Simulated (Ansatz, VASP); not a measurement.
## One calculation of Al2Ga3Sb3, two programs

```
Al Ga Sb
1.0
     3.22277    1.86067    5.52776
    -3.22277    1.86067    5.52776
     0.00000   -3.72134    5.52776
Al Ga Sb
2 3 3
Direct
  0.08949 0.08949 0.08949
  0.91051 0.91051 0.91051
  0.50000 0.50000 0.00000
  0.00000 0.50000 0.50000
  0.50000 0.00000 0.50000
  0.00000 0.00000 0.50000
  0.50000 0.00000 0.00000
  0.00000 0.50000 0.00000
```

Alike in both runs: task relaxation of cell and atoms; functional PBE; k mesh 3 × 3 × 3; occupations gaussian, width 0.2 eV; no spin polarisation.

```csv
,VASP,Ansatz
version,VASP 6.6.1,Ansatz 0.2.0
potentials or method,"VASP PAW PBE potentials, release 64 (Al, Ga_d, Sb), cutoff 600 eV","scalar-relativistic, plane waves, PAW"
valence electrons in the cell,60,90
```

VASP gave:

| Quantity | Value |
| --- | --- |
| gap on the k mesh at the Fermi level, each at its own relaxed structure (eV) | none |
| relaxed volume (Å³/atom) | 27.82 |
| relaxed cell length with the largest relative difference (Å) | 7.762 |

**Question.** Estimate Ansatz's values.

**Answer.** gap on the k mesh at the Fermi level, each at its own relaxed structure (eV): none; relaxed volume (Å³/atom): 27.70; relaxed cell length with the largest relative difference (Å): 7.760.

A gap of «none» marks a metal or a gap that the smearing closes. VASP's potentials hold 60 valence electrons a cell and Ansatz's 90, so a difference there can come from the potentials and not from the codes.

The k mesh is coarse, so the values compare programs but aren't converged. Spin-orbit coupling is off throughout.
